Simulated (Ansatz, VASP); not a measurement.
Zr: VASP beside Ansatz

```
CELL_PARAMETERS angstrom
3.23147 0.00000 0.00000
-1.61574 2.79854 0.00000
0.00000 0.00000 5.17177
ATOMIC_POSITIONS crystal
Zr 0.33333 0.66667 0.25000
Zr 0.66667 0.33333 0.75000
```

Alike in both runs: functional PBE; k mesh 15 × 15 × 8; occupations fermi-dirac, width 0.05 eV; no spin polarisation.

Ansatz relaxed the structure, and its values are those at the end. VASP's run is a single point on that final structure, the one shown.

|  | VASP | Ansatz |
| --- | --- | --- |
| version | VASP 6.6.1 | Ansatz 0.2.0 |
| potentials or method | VASP PAW PBE potentials, release 64 (Zr_sv) | PAW with Ansatz's default frozen-core files, scalar-relativistic |
| plane-wave cutoff (eV) | 520 | 420 |
| valence electrons in the cell | 24 | 24 |

```csv
,VASP,Ansatz,Ansatz less VASP
pressure (GPa),0.0,0.0,-0.03
```

With one functional, cell and mesh, what is left measures potentials, basis and numerics.
